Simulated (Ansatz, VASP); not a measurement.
C: VASP beside Ansatz

INCAR

```
  PREC = Accurate
  ENCUT = 520
  EDIFF = 1E-7
  ISMEAR = 1
  SIGMA = 0.05
  LREAL = F
  LASPH = T
  NELM = 80
  ALGO = Normal
  ISIF = 2
  LWAVE = F
  LCHARG = T
  LELF = T
  LVHAR = T
  NBANDS = 16
```

File KPOINTS:

```
Automatic mesh
0
Gamma
  12 12 1
```

File POSCAR:

```
C
1.0
    2.4562280000      0.0000000000      0.0000000000
   -1.2281140000      2.1271550000      0.0000000000
    0.0000000000      0.0000000000     24.1339600000
C
4
Direct
    0.0000000000      0.0000000000      0.5704690000
    0.0000000000      0.0000000000      0.4295310000
    0.3333333333      0.6666666667      0.4295250000
    0.6666666667      0.3333333333      0.5704750000
```

Input for Ansatz:

```yaml
crystal:
  lattice:
    - [2.456228, 0.0, 0.0]
    - [-1.228114, 2.127155, 0.0]
    - [0.0, 0.0, 24.13396]
  atoms:
    - { symbol: C, position: [0.0, 0.0, 0.570469] }
    - { symbol: C, position: [0.0, 0.0, 0.429531] }
    - { symbol: C, position: [0.3333333333333333, 0.6666666666666666, 0.429525] }
    - { symbol: C, position: [0.6666666666666666, 0.3333333333333333, 0.570475] }
kpoints:
  mp_grid:
    grid: [12, 12, 1]
hamiltonian:
  xc: lda
  pseudopotentials:
    kind: paw
scf:
  occupations:
    method: methfessel_paxton
    width: 0.05
output:
  forces: true
  stress: true
  eigenvalues: true
```

Alike in both runs: task single point; functional LDA; k mesh 12 × 12 × 1; occupations methfessel-paxton of order 1, width 0.05 eV; no spin polarisation.

|  | VASP | Ansatz |
| --- | --- | --- |
| version | VASP 6.6.1 | Ansatz 0.2.0 |
| potentials or method | VASP PAW LDA potentials, release 64 (C) | plane waves, PAW |
| plane-wave cutoff (eV) | 520 | 420 |
| valence electrons in the cell | 16 | 16 |

|  | VASP | Ansatz | Ansatz less VASP |
| --- | --- | --- | --- |
| gap on the k mesh at the Fermi level (eV) | none | none | - |
| rms of the force components (eV/Å) | 0.010 | 0.010 | -0.0001 |

LDA's correlation is that of Perdew and Zunger in VASP and of Perdew and Wang (1992) in Ansatz. Atom by atom the forces differ by 0.000 eV/Å (rms over components). A gap of «none» marks a metal or a gap that the smearing closes.
